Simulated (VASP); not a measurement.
The system is AgBr.

```
CELL_PARAMETERS angstrom
0.00000 2.83136 2.83136
2.83136 0.00000 2.83136
2.83136 2.83136 0.00000
ATOMIC_POSITIONS crystal
Ag 0.00000 0.00000 0.00000
Br 0.50000 0.50000 0.50000
```

Base run:

* Program: VASP 6.6.1
* Functional: RPBE
* Dispersion: D4
* Potentials or basis: VASP PAW PBE potentials, release 64 (Ag, Br)
* Cutoff: 500 eV
* k mesh: 8 × 8 × 8
* Occupations: fermi-dirac, width 0.05 eV
* Spin: no spin polarisation

Its results: band gap on the k mesh 0.83 eV, indirect (least direct gap 2.92 eV); pressure 1.7 GPa.

After a change of settings the same cell gave: band gap on the k mesh 0.67 eV, indirect (least direct gap 2.75 eV); pressure 1.8 GPa. Which change was it?
A. functional from RPBE to PBEsol; dispersion from D4 to none
B. dispersion from D4 to none
C. functional from RPBE to PBE; dispersion from D4 to D3(BJ)
D. functional from RPBE to BLYP; dispersion from D4 to none

C.

Caveats: the PAW data sets were made with another functional, which shifts forces and pressure a little (some runs).
